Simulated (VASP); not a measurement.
**Cd3H2: relaxation of cell and atoms with PBE**

Cd3H2:

```
Cd H
1.0
     3.31790    0.00000    0.00000
    -1.65895    2.87338    0.00000
     0.00000    0.00000    8.77972
Cd H
3 2
Direct
  0.00000 0.00000 0.00000
  0.33333 0.66667 0.72294
  0.66667 0.33333 0.27706
  0.33333 0.66667 0.37435
  0.66667 0.33333 0.62565
```

```
Program                : VASP 6.6.1
Task                   : relaxation of cell and atoms
Functional             : PBE
Potentials or basis    : VASP PAW PBE potentials, release 64 (Cd, H)
Cutoff                 : 600 eV
k mesh                 : 12 × 12 × 4
Occupations            : gaussian, width 0.1 eV
Spin                   : no spin polarisation
Dipole correction      : no
Further INCAR settings : ALGO = Normal; EDIFF = 1e-07; IBRION = 2; EDIFFG = -0.01; NSW = 100; ISIF = 3
```

```
Relaxed volume                        : 17.17 Å³/atom
Relaxed cell                          : a = 3.267 Å, b = 3.267 Å, c = 9.288 Å, α = 90.00°, β = 90.00°, γ = 120.00°
Space group after relaxing (to 0.1 Å) : P-3m1 (No. 164)
Energy gained by relaxing             : 4.1 meV/atom
Ionic steps                           : 17
Pressure after relaxing               : 0.0 GPa
Largest force after relaxing          : 0.008 eV/Å
Band gap on the k mesh                : zero (bands 19 and 20 overlap by 0.67 eV)
```

Forces on the atoms (eV/Å):
```
Cd   0.000  0.000  0.000
Cd   0.000  0.000  0.008
Cd   0.000  0.000 -0.008
H    0.000  0.000 -0.004
H    0.000  0.000  0.004
```

Step by step:
```tsv
step	energy change (eV)	largest force (eV/Å)	pressure (GPa)	volume (Å³)
1	0.0000	0.0532	-0.10	83.70
2	-0.0056	0.0472	-0.02	83.58
3	-0.0123	0.0916	0.22	83.21
4	-0.0138	0.0694	-0.02	83.60
5	-0.0142	0.0510	-0.20	83.92
6	-0.0151	0.0310	-0.05	83.67
7	-0.0153	0.0357	0.06	83.50
8	-0.0157	0.0352	0.05	83.59
9	-0.0167	0.0340	0.03	83.86
10	-0.0182	0.0322	-0.01	84.41
11	-0.0199	0.0311	-0.06	85.49
12	-0.0203	0.0069	0.22	85.30
13	-0.0204	0.0055	0.13	85.36
14	-0.0204	0.0066	-0.10	86.05
15	-0.0205	0.0009	0.02	85.70
16	-0.0206	0.0106	-0.06	85.90
17	-0.0206	0.0076	-0.04	85.85
```

Final structure:
```yaml
crystal:
  lattice:
    - [3.26682, 0.00000, 0.00000]
    - [-1.63341, 2.82915, 0.00000]
    - [0.00000, 0.00000, 9.28845]
  atoms:
    - { symbol: Cd, position: [0.00000, 0.00000, 0.00000] }
    - { symbol: Cd, position: [0.33333, 0.66667, 0.73360] }
    - { symbol: Cd, position: [0.66667, 0.33333, 0.26640] }
    - { symbol: H, position: [0.33333, 0.66667, 0.36500] }
    - { symbol: H, position: [0.66667, 0.33333, 0.63500] }
```

Levels at points of the mesh, in eV from the Fermi level:
| k point | band 16 | band 17 | band 18 | band 19 | band 20 | band 21 | band 22 | band 23 |
| --- | --- | --- | --- | --- | --- | --- | --- | --- |
| (0.00, 0.00, 0.00) | -8.28 | -7.25 | -5.81 | -2.03 | 1.84 | 7.00 | 7.11 | 10.76 |
| (0.50, 0.00, 0.00) | -4.18 | -3.86 | -1.92 | -1.77 | -0.40 | 0.84 | 3.69 | 4.59 |
| (0.00, 0.00, 0.50) | -8.22 | -7.84 | -5.00 | -2.95 | 3.10 | 5.65 | 7.62 | 8.76 |
| (0.50, 0.00, 0.50) | -4.09 | -3.94 | -2.04 | -1.95 | 0.07 | 1.40 | 2.82 | 3.29 |

It took 35 min on 1 thread of Intel(R) Xeon(R) Platinum 8259CL CPU @ 2.50GHz (Skylake/Cascade Lake), on a shared host, peak memory 0.33 GiB.
